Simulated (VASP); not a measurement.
# VN in VASP: further runs

VN is run at these levels: PBEsol; tasks: single point.

All numbers are computed with VASP 6.6.1; they aren't measurements. Logs are shortened: lines on timing, memory, paths and dates and some standing lists are left out, and cuts for length are marked.

## 1. The cell of the first run

The cell holds a slab with vacuum, 12 atoms: a = 2.880 Å, b = 2.880 Å, c = 25.182 Å, α = 90.00°, β = 90.00°, γ = 90.00°.

## 2. Single point, PBEsol

INCAR reads:

```
SYSTEM = VN
ALGO     = Normal         ! electronic algorithm
DIPOL    = 0.5 0.5 0.500
EDIFF    = 1E-6           ! SCF threshold, eV
ENCUT    = 520            ! plane-wave cutoff, eV
GGA      = PS             ! functional
IDIPOL   = 3            
ISIF     = 2              ! what is computed and relaxed
ISMEAR   = 0              ! smearing method
LASPH    = .True.         ! aspherical terms in the spheres
LCHARG   = .True.         ! write CHGCAR
LDIPOL   = .True.       
LELF     = .True.         ! ELF
LREAL    = .False.        ! projectors in reciprocal space
LVACPOTAV= .True.       
LVHAR    = .True.       
LWAVE    = .False.        ! write WAVECAR
NBANDS   = 66             ! bands
NELM     = 100            ! most SCF steps
PREC     = Accurate       ! precision mode
SIGMA    = 0.1            ! smearing width, eV
```

KPOINTS reads:

```
k-points
0
Gamma
  12 12 1
  0 0 0
```

POSCAR reads:

```
VN
1.0
    2.8799338846      0.0000000000      0.0000000000
    0.0000000000      2.8799338846      0.0000000000
    0.0000000000      0.0000000000     25.1821038960
V N
6 6
Direct
    0.5000000000      0.5000000000      0.2978305558
    0.0000000000      0.0000000000      0.3786983335
    0.5000000000      0.5000000000      0.4595661112
    0.0000000000      0.0000000000      0.5404338888
    0.5000000000      0.5000000000      0.6213016665
    0.0000000000      0.0000000000      0.7021694442
    0.0000000000      0.0000000000      0.2978305558
    0.5000000000      0.5000000000      0.3786983335
    0.0000000000      0.0000000000      0.4595661112
    0.5000000000      0.5000000000      0.5404338888
    0.0000000000      0.0000000000      0.6213016665
    0.5000000000      0.5000000000      0.7021694442
```

Potentials or basis: VASP PAW PBE potentials, release 64 (V_sv, N).

Command:

```
$ cat potpaw_PBE.64/V_sv/POTCAR potpaw_PBE.64/N/POTCAR > POTCAR
$ mpirun -np 1 vasp_std > vasp.out
```

OUTCAR:

```text
SYSTEM = VN
   EDIFF = 1E-6
   ENCUT = 520
   GGA = PS
   ISIF = 2
   ISMEAR = 0
   LASPH = .True.
   LREAL = .False.
   NELM = 100
   PREC = Accurate

 ion  position               nearest neighbor table
   1  0.500  0.500  0.298-   7 2.04   7 2.04   7 2.04   7 2.04   8 2.04   2 2.88   2 2.88   2 2.88
                             2 2.88
   2  0.000  0.000  0.379-   8 2.04   8 2.04   8 2.04   8 2.04   9 2.04   7 2.04   3 2.88   3 2.88
                             1 2.88   3 2.88   1 2.88   1 2.88   3 2.88   1 2.88
   3  0.500  0.500  0.460-  10 2.04   9 2.04   9 2.04   9 2.04   9 2.04   8 2.04   4 2.88   4 2.88
                             4 2.88   4 2.88   2 2.88   2 2.88   2 2.88   2 2.88
   4  0.000  0.000  0.540-   9 2.04  10 2.04  10 2.04  10 2.04  10 2.04  11 2.04   3 2.88   3 2.88
                             3 2.88   3 2.88   5 2.88   5 2.88   5 2.88   5 2.88
   5  0.500  0.500  0.621-  11 2.04  11 2.04  11 2.04  11 2.04  12 2.04  10 2.04   6 2.88   6 2.88
                             4 2.88   6 2.88   4 2.88   4 2.88   6 2.88   4 2.88
   6  0.000  0.000  0.702-  12 2.04  12 2.04  12 2.04  12 2.04  11 2.04   5 2.88   5 2.88   5 2.88
                             5 2.88
   7  0.000  0.000  0.298-   1 2.04   1 2.04   1 2.04   1 2.04   2 2.04
   8  0.500  0.500  0.379-   2 2.04   2 2.04   2 2.04   2 2.04   3 2.04   1 2.04
   9  0.000  0.000  0.460-   4 2.04   3 2.04   3 2.04   3 2.04   3 2.04   2 2.04
  10  0.500  0.500  0.540-   3 2.04   4 2.04   4 2.04   4 2.04   4 2.04   5 2.04
  11  0.000  0.000  0.621-   5 2.04   5 2.04   5 2.04   5 2.04   6 2.04   4 2.04
  12  0.500  0.500  0.702-   6 2.04   6 2.04   6 2.04   6 2.04   5 2.04

  LATTYP: Found a simple tetragonal cell.
 ALAT       =     2.8799338846
 C/A-ratio  =     8.7439868084

  Lattice vectors:

 A1 = (   2.8799338846,   0.0000000000,   0.0000000000)
 A2 = (   0.0000000000,   2.8799338846,   0.0000000000)
 A3 = (   0.0000000000,   0.0000000000,  25.1821038960)

Analysis of symmetry for initial positions (statically):
=====================================================================
 Subroutine PRICEL returns:
 Original cell was already a primitive cell.

 Routine SETGRP: Setting up the symmetry group for a
 simple tetragonal supercell.

 Subroutine GETGRP returns: Found 16 space group operations
 (whereof  8 operations were pure point group operations)
 out of a pool of 16 trial point group operations.

The static configuration has the point symmetry C_4v.
 The point group associated with its full space group is D_4h.

Analysis of symmetry for dynamics (positions and initial velocities):
=====================================================================
 Subroutine PRICEL returns:
 Original cell was already a primitive cell.

 Routine SETGRP: Setting up the symmetry group for a
 simple tetragonal supercell.

 Subroutine GETGRP returns: Found 16 space group operations
 (whereof  8 operations were pure point group operations)
 out of a pool of 16 trial point group operations.

The dynamic configuration has the point symmetry C_4v.
 The point group associated with its full space group is D_4h.

 Subroutine INISYM returns: Found 16 space group operations
 (whereof  8 operations are pure point group operations),
 and found     1 'primitive' translations

----------------------------------------------------------------------------------------

                                     Primitive cell

  volume of cell :     208.8609

  direct lattice vectors                    reciprocal lattice vectors
     2.879933885  0.000000000  0.000000000     0.347230193  0.000000000  0.000000000
     0.000000000  2.879933885  0.000000000     0.000000000  0.347230193  0.000000000
     0.000000000  0.000000000 25.182103896     0.000000000  0.000000000  0.039710741

  length of vectors
     2.879933885  2.879933885 25.182103896     0.347230193  0.347230193  0.039710741

  position of ions in fractional coordinates (direct lattice)
     0.500000000  0.500000000  0.297830556
     0.000000000  0.000000000  0.378698333
     0.500000000  0.500000000  0.459566111
     0.000000000  0.000000000  0.540433889
     0.500000000  0.500000000  0.621301667
     0.000000000  0.000000000  0.702169444
     0.000000000  0.000000000  0.297830556
     0.500000000  0.500000000  0.378698333
     0.000000000  0.000000000  0.459566111
     0.500000000  0.500000000  0.540433889
     0.000000000  0.000000000  0.621301667
     0.500000000  0.500000000  0.702169444

[... 32 lines left out ...]

  Shift w.r.t. Gamma in fractional coordinates (k-lattice)
     0.000000000  0.000000000  0.000000000

 Subroutine IBZKPT returns following result:
 ===========================================

 Found     28 irreducible k-points:

 Following reciprocal coordinates:
            Coordinates               Weight
  0.000000  0.000000  0.000000      1.000000
  0.083333  0.000000  0.000000      4.000000
  0.166667  0.000000  0.000000      4.000000
  0.250000  0.000000  0.000000      4.000000
  0.333333  0.000000  0.000000      4.000000
  0.416667  0.000000  0.000000      4.000000
[... 16 lines left out ...]
  0.333333  0.333333  0.000000      4.000000
  0.416667  0.333333  0.000000      8.000000
 [... further k-points ...]
   k-points           NKPTS =     28   k-points in BZ     NKDIM =     28   number of bands    NBANDS=     66
   number of dos      NEDOS =    301   number of ions     NIONS =     12
   total plane-waves  NPLWV = 110592
   dimension x,y,z NGX =    24 NGY =   24 NGZ =  192
   dimension x,y,z NGXF=    48 NGYF=   48 NGZF=  384
   ions per type =               6   6
   NGX,Y,Z   is equivalent  to a cutoff of  13.85, 13.85, 12.68 a.u.
   NGXF,Y,Z  is equivalent  to a cutoff of  27.71, 27.71, 25.35 a.u.
 SYSTEM =  VN
   PREC   = accura    normal or accurate (medium, high low for compatibility)
   ISTART =      0    job   : 0-new  1-cont  2-samecut
   ICHARG =      2    charge: 1-file 2-atom 10-const
   ISPIN  =      1    spin polarized calculation?
   LNONCOLLINEAR =      F non collinear calculations
   LSORBIT =      F    spin-orbit coupling
   LASPH  =      T    aspherical Exc in radial PAW
   ENCUT  =  520.0 eV  38.22 Ry    6.18 a.u.   5.35  5.35 46.82*2*pi/ulx,y,z
   NELM   =    100;   NELMIN=  2; NELMDL= -5     # of ELM steps
   EDIFF  = 0.1E-05   stopping-criterion for ELM
   LREAL  =      F    real-space projection
   EDIFFG = 0.1E-04   stopping-criterion for IOM
   NSW    =      0    number of steps for IOM
   IBRION =     -1    ionic relax: 0-MD 1-quasi-New 2-CG
   NFREE  =      0    steps in history (QN), initial steepest desc. (CG)
   ISIF   =      2    stress and relaxation
   ISYM   =      2    0-nonsym 1-usesym 2-fastsym
   POTIM  = 0.5000    time-step for ionic-motion
   TEBEG  =    0.0;   TEEND  =   0.0 temperature during run
   PSTRESS=    0.0 pullay stress
   NELECT =     108.0000    total number of electrons
   NUPDOWN=      -1.0000    fix difference up-down
   EMIN   =  10.00;   EMAX   =-10.00  energy-range for DOS
   EFERMI =   0.00;   METHOD = LEGACY
   ISMEAR =     0;   SIGMA  =   0.10  broadening in eV -4-tet -1-fermi 0-gaus
   EFERMI_NEDOS =   21; number of points for ismear=-14 and -15
   IALGO  =     38    algorithm
   IMIX   =      4    mixing-type and parameters
     AMIX     =   0.40;   BMIX     =  1.00
     AMIX_MAG =   1.60;   BMIX_MAG =  1.00
  volume/ion in A,a.u.               =      17.41       117.46
  Fermi-wavevector in a.u.,A,eV,Ry     =   1.314005  2.483110 23.491949  1.726610
  Thomas-Fermi vector in A             =   2.444288
   LORBIT       =      0    0 simple, 1 ext, 2 COOP (PROOUT), +10 PAW based schemes
   GGA     = PS    functional components
   LHFCALC =     F    Hartree Fock is set to
   AEXX    =    0.0000 exact exchange contribution
   IVDW    =     0    specifies the selected vdW correction
   LEPSILON=     F    determine dielectric tensor
   LRPA    =     F    only Hartree local field effects (RPA)
 non-spin polarized calculation
 Gauss-broadening in eV      SIGMA  =   0.10
  energy-cutoff  :      520.00
  volume of cell :      208.86
 maximum number of plane-waves:      5677
 NGX is ok and might be reduce to    24
   NGX = 11   NGY = 11   NGZ = 93

 number of electron     107.9999960 magnetization

 dipolmoment           0.000000      0.000000      0.000000 electrons x Angstroem

 Free energy of the ion-electron system (eV)
  ---------------------------------------------------
  ext. energy  EPLUGINS =         0.00000000
  ---------------------------------------------------
  free energy    TOTEN  =      -121.76904495 eV

  energy without entropy =     -121.71991760  energy(sigma->0) =     -121.74448128

 E-fermi :   4.2491     XC(G=0):  -7.5997

 val. band max:        4.2310181122   @ k =   0.0833   0.0000   0.0000
 cond. band min:       4.2571316821   @ k =   0.3333   0.1667   0.0000
 fundamental gap:      0.0261135699
 Fermi energy:         4.2491235174

 k-point     1 :       0.0000    0.0000    0.0000
  band No.  band energies     occupation
      1     -60.9244      2.00000
      2     -60.8727      2.00000
      3     -60.8224      2.00000
      4     -60.8174      2.00000
      5     -60.7658      2.00000
      6     -60.7641      2.00000
[... 1645 lines left out ...]
     65       5.6484      0.00000
     66       5.6994      0.00000

 [... further k-points ...]

------------------------ aborting loop because EDIFF is reached ----------------------------------------

  FORCE on cell =-STRESS in cart. coord.  units (eV):
  Direction    XX          YY          ZZ          XY          YZ          ZX
  --------------------------------------------------------------------------------------
  -------------------------------------------------------------------------------------
  Total       -5.8024951     -5.8024951     -3.1480311      0.0000000      0.0000000     -0.0000000
  in kB      -44.5110987    -44.5110987    -24.1486330      0.0000000      0.0000000     -0.0000000
  external PRESSURE =     -37.7236102 kB  Pullay stress =       0.0000000 kB

 VOLUME and BASIS-vectors are now :
 -----------------------------------------------------------------------------
  energy-cutoff  :      520.00
  volume of cell :      208.86
      direct lattice vectors                 reciprocal lattice vectors
     2.879933885  0.000000000  0.000000000     0.347230193  0.000000000  0.000000000
     0.000000000  2.879933885  0.000000000     0.000000000  0.347230193  0.000000000
     0.000000000  0.000000000 25.182103896     0.000000000  0.000000000  0.039710741

 POSITION                                       TOTAL-FORCE (eV/Angst)
 -----------------------------------------------------------------------------------
      1.43997      1.43997      7.50000         0.000000     -0.000000      2.626778
      0.00000      0.00000      9.53642         0.000000      0.000000     -0.393391
      1.43997      1.43997     11.57284        -0.000000      0.000000      0.576415
      0.00000      0.00000     13.60926         0.000000     -0.000000     -0.576415
      1.43997      1.43997     15.64568         0.000000      0.000000      0.393391
      0.00000      0.00000     17.68210         0.000000      0.000000     -2.626778
      0.00000      0.00000      7.50000         0.000000      0.000000     -1.595423
      1.43997      1.43997      9.53642         0.000000      0.000000     -1.061401
      0.00000      0.00000     11.57284         0.000000      0.000000      0.116763
      1.43997      1.43997     13.60926         0.000000     -0.000000     -0.116763
      0.00000      0.00000     15.64568         0.000000     -0.000000      1.061401
      1.43997      1.43997     17.68210         0.000000     -0.000000      1.595423
 -----------------------------------------------------------------------------------
    total drift:                                0.000000     -0.000000      0.000000

  FREE ENERGIE OF THE ION-ELECTRON SYSTEM (eV)
  ---------------------------------------------------
  free  energy   TOTEN  =      -121.7690449530 eV

  energy  without entropy=     -121.7199175986  energy(sigma->0) =     -121.74448128

 vacuum level on the upper side and lower side of the slab         7.685         7.685
```

Run time: 50 min. Hardware: 1 thread of Intel Xeon 8259CL, shared host; peak memory 0.45 GiB.

What came out:

| Property | Result |
| --- | --- |
| Free energy | -121.7690 eV |
| Largest force | 2.627 eV/Å |
| Band gap on the k mesh | zero (bands 54 and 55 overlap by 1.57 eV) |

Forces in eV/Å, atoms in the order of the input:
```
V    0.000  0.000  2.627
V    0.000  0.000 -0.393
V    0.000  0.000  0.576
V    0.000  0.000 -0.576
V    0.000  0.000  0.393
V    0.000  0.000 -2.627
N    0.000  0.000 -1.595
N    0.000  0.000 -1.061
N    0.000  0.000  0.117
N    0.000  0.000 -0.117
N    0.000  0.000  1.061
N    0.000  0.000  1.595
```

Caveat: the PAW data sets were made with another functional, which shifts forces and pressure a little; the run has no spin polarisation, though such a crystal can be magnetic.

## 3. Single point, PBEsol

INCAR reads:

```
  PREC = Accurate
  ENCUT = 520
  EDIFF = 1E-6
  ISMEAR = 0
  SIGMA = 0.1
  LREAL = False
  LASPH = True
  NELM = 60
  ALGO = Normal
  ISIF = 2
  LWAVE = False
  LCHARG = False
  LDIPOL = True
  IDIPOL = 3
  DIPOL = 0.5 0.5 0.500
  GGA = PS
  NBANDS = 66
```

KPOINTS reads:

```
regular mesh
0
Gamma
  12 12 1
```

POSCAR reads:

```
VN
1.0
    2.8799338846      0.0000000000      0.0000000000
    0.0000000000      2.8799338846      0.0000000000
    0.0000000000      0.0000000000     25.1821038960
V N
6 6
Direct
    0.5000000000      0.5000000000      0.3023776504
    0.0000000000      0.0000000000      0.3748943881
    0.5000000000      0.5000000000      0.4630129035
    0.0000000000      0.0000000000      0.5369870989
    0.5000000000      0.5000000000      0.6251056063
    0.0000000000      0.0000000000      0.6976223539
    0.0000000000      0.0000000000      0.2916780714
    0.5000000000      0.5000000000      0.3783591837
    0.0000000000      0.0000000000      0.4574600657
    0.5000000000      0.5000000000      0.5425399290
    0.0000000000      0.0000000000      0.6216408146
    0.5000000000      0.5000000000      0.7083219345
```

Potentials or basis: VASP PAW PBE potentials, release 64 (V_sv, N).

Command:

```
$ cat potpaw_PBE.64/V_sv/POTCAR potpaw_PBE.64/N/POTCAR > POTCAR
$ mpirun -np 1 vasp_std > vasp.out
```

OUTCAR:

```text
PREC = Accurate
   ENCUT = 520
   EDIFF = 1E-6
   ISMEAR = 0
   LREAL = False
   LASPH = True
   NELM = 60
   ISIF = 2
   GGA = PS

 ion  position               nearest neighbor table
   1  0.500  0.500  0.302-   8 1.91   7 2.05   7 2.05   7 2.05   7 2.05   2 2.74   2 2.74   2 2.74
                             2 2.74
   2  0.000  0.000  0.375-   8 2.04   8 2.04   8 2.04   8 2.04   9 2.08   7 2.10   1 2.74   1 2.74
                             1 2.74   1 2.74
   3  0.500  0.500  0.463-  10 2.00   9 2.04   9 2.04   9 2.04   9 2.04   8 2.13   4 2.76   4 2.76
                             4 2.76   4 2.76
   4  0.000  0.000  0.537-   9 2.00  10 2.04  10 2.04  10 2.04  10 2.04  11 2.13   3 2.76   3 2.76
                             3 2.76   3 2.76
   5  0.500  0.500  0.625-  11 2.04  11 2.04  11 2.04  11 2.04  10 2.08  12 2.10   6 2.74   6 2.74
                             6 2.74   6 2.74
   6  0.000  0.000  0.698-  11 1.91  12 2.05  12 2.05  12 2.05  12 2.05   5 2.74   5 2.74   5 2.74
                             5 2.74
   7  0.000  0.000  0.292-   1 2.05   1 2.05   1 2.05   1 2.05   2 2.10
   8  0.500  0.500  0.378-   1 1.91   2 2.04   2 2.04   2 2.04   2 2.04   3 2.13
   9  0.000  0.000  0.457-   4 2.00   3 2.04   3 2.04   3 2.04   3 2.04   2 2.08
  10  0.500  0.500  0.543-   3 2.00   4 2.04   4 2.04   4 2.04   4 2.04   5 2.08
[... 1886 lines left out ...]
  -------------------------------------------------------------------------------------
  Total       -8.5055906     -8.5055906      0.4980683      0.0000000      0.0000000      0.0000000
  in kB      -65.2466186    -65.2466186      3.8206957      0.0000000      0.0000000      0.0000000
  external PRESSURE =     -42.2241805 kB  Pullay stress =       0.0000000 kB

 VOLUME and BASIS-vectors are now :
 -----------------------------------------------------------------------------
  energy-cutoff  :      520.00
  volume of cell :      208.86
      direct lattice vectors                 reciprocal lattice vectors
     2.879933885  0.000000000  0.000000000     0.347230193  0.000000000  0.000000000
     0.000000000  2.879933885  0.000000000     0.000000000  0.347230193  0.000000000
     0.000000000  0.000000000 25.182103896     0.000000000  0.000000000  0.039710741

 POSITION                                       TOTAL-FORCE (eV/Angst)
 -----------------------------------------------------------------------------------
      1.43997      1.43997      7.61451         0.000000     -0.000000     -0.070174
      0.00000      0.00000      9.44063         0.000000      0.000000      0.028366
      1.43997      1.43997     11.65964         0.000000     -0.000000     -0.024879
      0.00000      0.00000     13.52246        -0.000000     -0.000000      0.024879
      1.43997      1.43997     15.74147        -0.000000      0.000000     -0.028366
      0.00000      0.00000     17.56760         0.000000     -0.000000      0.070174
      0.00000      0.00000      7.34507         0.000000      0.000000     -0.014224
      1.43997      1.43997      9.52788         0.000000     -0.000000      0.019560
      0.00000      0.00000     11.51981         0.000000     -0.000000     -0.009135
      1.43997      1.43997     13.66230        -0.000000      0.000000      0.009135
      0.00000      0.00000     15.65422         0.000000     -0.000000     -0.019560
      1.43997      1.43997     17.83704         0.000000     -0.000000      0.014224
 -----------------------------------------------------------------------------------
    total drift:                                0.000000     -0.000000      0.001463

  FREE ENERGIE OF THE ION-ELECTRON SYSTEM (eV)
  ---------------------------------------------------
  free  energy   TOTEN  =      -122.5045104985 eV

  energy  without entropy=     -122.4585605980  energy(sigma->0) =     -122.48153555

 vacuum level on the upper side and lower side of the slab         7.668         7.668
```

Run time: 36 min. Hardware: 1 thread of Intel Xeon 8259CL, shared host; peak memory 0.45 GiB.

What came out:

| Item | Value |
| --- | --- |
| Free energy | -122.5045 eV |
| Largest force | 0.070 eV/Å |
| Band gap on the k mesh | zero (bands 54 and 55 overlap by 1.82 eV) |

Forces in eV/Å, atoms in the order of the input:
```
V    0.000  0.000 -0.070
V    0.000  0.000  0.028
V    0.000  0.000 -0.025
V    0.000  0.000  0.025
V    0.000  0.000 -0.028
V    0.000  0.000  0.070
N    0.000  0.000 -0.014
N    0.000  0.000  0.020
N    0.000  0.000 -0.009
N    0.000  0.000  0.009
N    0.000  0.000 -0.020
N    0.000  0.000  0.014
```

Levels at points of the mesh, in eV from the Fermi level:
```csv
k point,band 50,band 51,band 52,band 53,band 54,band 55,band 56,band 57,band 58,band 59
"(0.00, 0.00, 0.00)",-2.30,-2.30,-2.22,-1.75,-1.54,-1.29,-1.29,-0.43,-0.35,-0.35
"(0.50, 0.00, 0.00)",0.16,0.28,0.28,0.53,0.53,0.67,0.67,0.74,0.74,0.85
"(0.50, 0.50, 0.00)",-2.96,-2.03,-2.03,-1.04,-1.04,0.74,0.74,1.36,1.36,1.42
```

Caveat: the PAW data sets were made with another functional, which shifts forces and pressure a little; the run has no spin polarisation, though such a crystal can be magnetic. With open d or f shells a metallic result of PBEsol can be an artefact of self-interaction; +U or a hybrid may open a gap.

The gap in the log of VASP goes by the Fermi energy; the results here count the filled bands.